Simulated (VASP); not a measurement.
# P (P6/mmm) in VASP: further runs

The runs below take P through single point, with revPBE.

Everything below comes from runs of VASP 6.6.1. Logs are shortened: lines on timing, memory, paths and dates and some standing lists are left out, and cuts for length are marked.

## Step 1: The cell of the first run

Symmetry: P6/mmm, No. 191, hexagonal system. The conventional cell has a = 4.589 Å, b = 4.589 Å, c = 2.585 Å, α = 90.00°, β = 90.00°, γ = 120.00°. Within 3.4 Å of P (site symmetry 6/mmm) lie 14 P at 2.58 to 2.95 Å. Within 3.4 Å of P (site symmetry -6m2) lie 11 P at 2.58 to 2.95 Å.

## Step 2: Single point, revPBE (volume scaled by 1.08)

Input file INCAR:

```
  ALGO = Normal
  EDIFF = 1E-6
  ENCUT = 520
  GGA = RE
  ISIF = 2
  ISMEAR = -1
  LASPH = T
  LCHARG = F
  LREAL = F
  LWAVE = F
  NBANDS = 14
  NELM = 100
  PREC = Accurate
  SIGMA = 0.1
```

Input file KPOINTS:

```
k-points
0
Gamma
  9 9 14
```

Input file POSCAR:

```
P
1.0
    4.5886493062      0.0000000000      0.0000000000
   -2.2943246531      3.9738868682      0.0000000000
    0.0000000000      0.0000000000      2.5847677032
P
3
Direct
    0.0000000000      0.0000000000      0.0000000000
    0.3333333333      0.6666666667      0.5000000000
    0.6666666667      0.3333333333      0.5000000000
```

Potentials or basis: VASP PAW PBE potentials, release 64 (P).

On the command line:

```
$ cat potpaw_PBE.64/P/POTCAR > POTCAR
$ mpirun -np 1 vasp_std > vasp.out
```

OUTCAR:

```text
EDIFF = 1E-6
   ENCUT = 520
   GGA = RE
   ISIF = 2
   ISMEAR = -1
   LASPH = T
   LREAL = F
   NELM = 100
   PREC = Accurate

 ion  position               nearest neighbor table
   1  0.000  0.000  0.000-   2 2.95   3 2.95   2 2.95   3 2.95   2 2.95   2 2.95   3 2.95   3 2.95
                             3 2.95   3 2.95   2 2.95   2 2.95
   2  0.333  0.667  0.500-   3 2.65   3 2.65   3 2.65   1 2.95   1 2.95   1 2.95   1 2.95   1 2.95
                             1 2.95
   3  0.667  0.333  0.500-   2 2.65   2 2.65   2 2.65   1 2.95   1 2.95   1 2.95   1 2.95   1 2.95
                             1 2.95

  LATTYP: Found a hexagonal cell.
 ALAT       =     4.5886493062
 C/A-ratio  =     0.5632959790

  Lattice vectors:

 A1 = (   4.5886493062,   0.0000000000,   0.0000000000)
 A2 = (  -2.2943246531,   3.9738868682,   0.0000000000)
 A3 = (   0.0000000000,   0.0000000000,   2.5847677032)

Analysis of symmetry for initial positions (statically):
=====================================================================
 Subroutine PRICEL returns:
 Original cell was already a primitive cell.

 Routine SETGRP: Setting up the symmetry group for a
 hexagonal supercell.

 Subroutine GETGRP returns: Found 24 space group operations
 (whereof 24 operations were pure point group operations)
 out of a pool of 24 trial point group operations.

The static configuration has the point symmetry D_6h.

Analysis of symmetry for dynamics (positions and initial velocities):
=====================================================================
 Subroutine PRICEL returns:
 Original cell was already a primitive cell.

 Routine SETGRP: Setting up the symmetry group for a
 hexagonal supercell.

 Subroutine GETGRP returns: Found 24 space group operations
 (whereof 24 operations were pure point group operations)
 out of a pool of 24 trial point group operations.

The dynamic configuration has the point symmetry D_6h.

 Subroutine INISYM returns: Found 24 space group operations
 (whereof 24 operations are pure point group operations),
 and found     1 'primitive' translations

----------------------------------------------------------------------------------------

                                     Primitive cell

  volume of cell :      47.1327

  direct lattice vectors                    reciprocal lattice vectors
     4.588649306  0.000000000  0.000000000     0.217929053  0.125821398  0.000000000
    -2.294324653  3.973886868  0.000000000     0.000000000  0.251642795  0.000000000
     0.000000000  0.000000000  2.584767703     0.000000000  0.000000000  0.386881962

  length of vectors
     4.588649306  4.588649306  2.584767703     0.251642795  0.251642795  0.386881962

  position of ions in fractional coordinates (direct lattice)
     0.000000000  0.000000000  0.000000000
     0.333333333  0.666666667  0.500000000
     0.666666667  0.333333333  0.500000000

  ion indices of the primitive-cell ions
   primitive index   ion index
                 1           1
                 2           2
                 3           3

----------------------------------------------------------------------------------------

 KPOINTS: k-points

Automatic generation of k-mesh.
 Grid dimensions read from file:
 generate k-points for:    9    9   14

 Generating k-lattice:

  Cartesian coordinates                     Fractional coordinates (reciprocal lattice)
     0.024214339  0.013980155  0.000000000     0.111111111  0.000000000  0.000000000
     0.000000000  0.027960311  0.000000000     0.000000000  0.111111111  0.000000000
     0.000000000  0.000000000  0.027634426     0.000000000  0.000000000  0.071428571

  Length of vectors
     0.027960311  0.027960311  0.027634426

  Shift w.r.t. Gamma in fractional coordinates (k-lattice)
     0.000000000  0.000000000  0.000000000

 Subroutine IBZKPT returns following result:
 ===========================================

 Found     96 irreducible k-points:

 Following reciprocal coordinates:
            Coordinates               Weight
  0.000000  0.000000  0.000000      1.000000
  0.111111  0.000000  0.000000      6.000000
  0.222222  0.000000  0.000000      6.000000
  0.333333  0.000000  0.000000      6.000000
  0.444444  0.000000  0.000000      6.000000
  0.111111  0.111111  0.000000      6.000000
[... 16 lines left out ...]
  0.333333  0.222222  0.071429     24.000000
  0.333333  0.333333  0.071429      4.000000
 [... further k-points ...]
   k-points           NKPTS =     96   k-points in BZ     NKDIM =     96   number of bands    NBANDS=     14
   number of dos      NEDOS =    301   number of ions     NIONS =      3
   total plane-waves  NPLWV =  25920
   dimension x,y,z NGX =    36 NGY =   36 NGZ =   20
   dimension x,y,z NGXF=    72 NGYF=   72 NGZF=   40
   ions per type =               3
   NGX,Y,Z   is equivalent  to a cutoff of  13.04, 13.04, 12.86 a.u.
   NGXF,Y,Z  is equivalent  to a cutoff of  26.09, 26.09, 25.73 a.u.
 SYSTEM =  unknown system
   PREC   = accura    normal or accurate (medium, high low for compatibility)
   ISTART =      0    job   : 0-new  1-cont  2-samecut
   ICHARG =      2    charge: 1-file 2-atom 10-const
   ISPIN  =      1    spin polarized calculation?
   LNONCOLLINEAR =      F non collinear calculations
   LSORBIT =      F    spin-orbit coupling
   LASPH  =      T    aspherical Exc in radial PAW
   ENCUT  =  520.0 eV  38.22 Ry    6.18 a.u.   8.53  8.53  4.81*2*pi/ulx,y,z
   NELM   =    100;   NELMIN=  2; NELMDL= -5     # of ELM steps
   EDIFF  = 0.1E-05   stopping-criterion for ELM
   LREAL  =      F    real-space projection
   EDIFFG = 0.1E-04   stopping-criterion for IOM
   NSW    =      0    number of steps for IOM
   IBRION =     -1    ionic relax: 0-MD 1-quasi-New 2-CG
   NFREE  =      0    steps in history (QN), initial steepest desc. (CG)
   ISIF   =      2    stress and relaxation
   ISYM   =      2    0-nonsym 1-usesym 2-fastsym
   POTIM  = 0.5000    time-step for ionic-motion
   TEBEG  =    0.0;   TEEND  =   0.0 temperature during run
   PSTRESS=    0.0 pullay stress
   NELECT =      15.0000    total number of electrons
   NUPDOWN=      -1.0000    fix difference up-down
   EMIN   =  10.00;   EMAX   =-10.00  energy-range for DOS
   EFERMI =   0.00;   METHOD = LEGACY
   ISMEAR =    -1;   SIGMA  =   0.10  broadening in eV -4-tet -1-fermi 0-gaus
   EFERMI_NEDOS =   21; number of points for ismear=-14 and -15
   IALGO  =     38    algorithm
   IMIX   =      4    mixing-type and parameters
     AMIX     =   0.40;   BMIX     =  1.00
     AMIX_MAG =   1.60;   BMIX_MAG =  1.00
  volume/ion in A,a.u.               =      15.71       106.02
  Fermi-wavevector in a.u.,A,eV,Ry     =   1.117716  2.112176 16.997596  1.249288
  Thomas-Fermi vector in A             =   2.254341
   LORBIT       =      0    0 simple, 1 ext, 2 COOP (PROOUT), +10 PAW based schemes
   GGA     = RE    functional components
   LHFCALC =     F    Hartree Fock is set to
   AEXX    =    0.0000 exact exchange contribution
   IVDW    =     0    specifies the selected vdW correction
   LEPSILON=     F    determine dielectric tensor
   LRPA    =     F    only Hartree local field effects (RPA)
 non-spin polarized calculation
  energy-cutoff  :      520.00
  volume of cell :       47.13
 maximum number of plane-waves:      1294
 NGX is ok and might be reduce to    36
   NGX = 17   NGY = 17   NGZ =  9

 number of electron      15.0000001 magnetization

 Free energy of the ion-electron system (eV)
  ---------------------------------------------------
  ext. energy  EPLUGINS =         0.00000000
  ---------------------------------------------------
  free energy    TOTEN  =       -12.96679788 eV

  energy without entropy =      -12.90449331  energy(sigma->0) =      -12.93564560

 E-fermi :   8.6966     XC(G=0): -11.1105

 val. band max:        8.6874973140   @ k =   0.4444   0.1111   0.2143
 cond. band min:       8.7183889117   @ k =   0.2222   0.1111   0.4286
 fundamental gap:      0.0308915978
 Fermi energy:         8.6965541616

 k-point     1 :       0.0000    0.0000    0.0000
  band No.  band energies     occupation
      1      -6.8354      2.00000
      2      -0.4886      2.00000
      3      -0.4055      2.00000
      4       3.3729      2.00000
      5       3.3729      2.00000
      6       3.6366      2.00000
      7       3.6366      2.00000
      8      12.2322      0.00000
      9      14.3205      0.00000
     10      14.3205      0.00000
     11      15.6862      0.00000
     12      16.1308      0.00000
     13      16.1827      0.00000
     14      19.5579      0.00000

 k-point     2 :       0.1111    0.0000    0.0000
  band No.  band energies     occupation
      1      -6.7280      2.00000
      2      -0.8755      2.00000
      3      -0.6963      2.00000
      4       2.6631      2.00000
      5       3.1807      2.00000
      6       4.5444      2.00000
      7       4.8809      2.00000
      8      12.3182      0.00000
      9      13.5510      0.00000
     10      14.0464      0.00000
     11      15.8263      0.00000
     12      16.0061      0.00000
     13      16.0740      0.00000
     14      19.6067      0.00000

 k-point     3 :       0.2222    0.0000    0.0000
  band No.  band energies     occupation
      1      -6.4069      2.00000
      2      -1.9322      2.00000
      3      -1.1118      2.00000
      4       2.0395      2.00000
      5       3.8874      2.00000
      6       5.7579      2.00000
      7       6.7498      2.00000
      8      11.9335      0.00000
      9      12.5734      0.00000
     10      13.2015      0.00000
     11      15.5777      0.00000
     12      15.8760      0.00000
     13      16.1016      0.00000
     14      19.4142      0.00000

 k-point     4 :       0.3333    0.0000    0.0000
  band No.  band energies     occupation
      1      -5.8753      2.00000
      2      -3.1183      2.00000
      3      -1.4424      2.00000
      4       1.6204      2.00000
      5       5.1006      2.00000
      6       7.1439      2.00000
      7       8.7927      0.55315
      8      10.1044      0.00000
      9      11.8734      0.00000
     10      12.9893      0.00000
     11      14.9297      0.00000
     12      15.7013      0.00000
     13      16.3330      0.00000
     14      18.3143      0.00000

 k-point     5 :       0.4444    0.0000    0.0000
  band No.  band energies     occupation
      1      -5.1405      2.00000
      2      -4.2093      2.00000
      3      -1.6185      2.00000
      4       1.4102      2.00000
      5       6.5905      2.00000
      6       8.2931      1.96524
      7       8.6591      1.18494
      8      10.3132      0.00000
      9      10.5623      0.00000
     10      13.5477      0.00000
     11      14.2169      0.00000
[... 276 lines left out ...]
 k-point    22 :       0.2222    0.2222    0.0714
  band No.  band energies     occupation
      1      -5.4535      2.00000
      2      -2.7752      2.00000
      3      -2.7213      2.00000
      4       3.5628      2.00000
      5       3.7728      2.00000
      6       8.7366      0.80250
      7       9.1463      0.02203
      8       9.1830      0.01531
      9      11.9513      0.00000
     10      12.4489      0.00000
     11      13.9683      0.00000
     12      14.1297      0.00000
     13      17.2856      0.00000
     14      17.6314      0.00000

 k-point    23 :       0.3333    0.2222    0.0714
  band No.  band energies     occupation
      1      -4.7253      2.00000
      2      -3.8081      2.00000
      3      -2.9428      2.00000
      4       3.4879      2.00000
      5       5.1764      2.00000
      6       6.9061      2.00000
      7      10.4024      0.00000
      8      10.7784      0.00000
      9      11.7206      0.00000
     10      12.6183      0.00000
     11      13.3434      0.00000
     12      13.9249      0.00000
     13      16.1530      0.00000
     14      17.0653      0.00000

 k-point    24 :       0.3333    0.3333    0.0714
  band No.  band energies     occupation
      1      -3.9476      2.00000
      2      -3.9476      2.00000
      3      -3.8353      2.00000
      4       4.8692      2.00000
      5       5.2245      2.00000
      6       5.2245      2.00000
      7      11.2077      0.00000
      8      11.2077      0.00000
      9      11.9152      0.00000
     10      13.1820      0.00000
     11      13.3669      0.00000
     12      13.3669      0.00000
     13      16.1468      0.00000
     14      16.2608      0.00000

 [... further k-points ...]
[... 5 lines left out ...]
  --------------------------------------------------------------------------------------
  -------------------------------------------------------------------------------------
  Total       -1.6709630     -1.6709630     -2.4060067      0.0000000     -0.0000000      0.0000000
  in kB      -56.8009398    -56.8009398    -81.7872363      0.0000000     -0.0000000      0.0000000
  external PRESSURE =     -65.1297053 kB  Pullay stress =       0.0000000 kB

 VOLUME and BASIS-vectors are now :
 -----------------------------------------------------------------------------
  energy-cutoff  :      520.00
  volume of cell :       47.13
      direct lattice vectors                 reciprocal lattice vectors
     4.588649306  0.000000000  0.000000000     0.217929053  0.125821398  0.000000000
    -2.294324653  3.973886868  0.000000000     0.000000000  0.251642795  0.000000000
     0.000000000  0.000000000  2.584767703     0.000000000  0.000000000  0.386881962

 POSITION                                       TOTAL-FORCE (eV/Angst)
 -----------------------------------------------------------------------------------
      0.00000      0.00000      0.00000        -0.000000      0.000000      0.000000
     -0.00000      2.64926      1.29238        -0.000000      0.000000      0.000000
      2.29432      1.32463      1.29238         0.000000     -0.000000      0.000000
 -----------------------------------------------------------------------------------
    total drift:                                0.000000     -0.000000     -0.000000

  FREE ENERGIE OF THE ION-ELECTRON SYSTEM (eV)
  ---------------------------------------------------
  free  energy   TOTEN  =       -12.9667978835 eV

  energy  without entropy=      -12.9044933075  energy(sigma->0) =      -12.93564560
```

It took 35 s on 1 thread of Intel Xeon Platinum 8488C (Sapphire Rapids), shared host; peak memory 0.18 GiB.

Results:

| Item | Value |
| --- | --- |
| Free energy | -12.9668 eV |
| Pressure | -6.5 GPa |

Stress tensor (GPa, compression positive):
```
-5.68  0.00  0.00
 0.00 -5.68  0.00
 0.00  0.00 -8.18
```

Levels at points of the mesh, in eV from the Fermi level:
| k point | band 5 | band 6 | band 7 | band 8 | band 9 | band 10 | band 11 | band 12 |
| --- | --- | --- | --- | --- | --- | --- | --- | --- |
| (0.00, 0.00, 0.00) | -5.32 | -5.06 | -5.06 | 3.54 | 5.62 | 5.62 | 6.99 | 7.43 |
| (0.00, 0.00, 0.50) | -3.52 | -3.10 | -2.35 | -2.35 | -0.53 | -0.53 | 0.25 | 0.25 |

Caveat: the PAW data sets were made with another functional, which shifts forces and pressure a little.

(Part 1 of 2 ends here.)
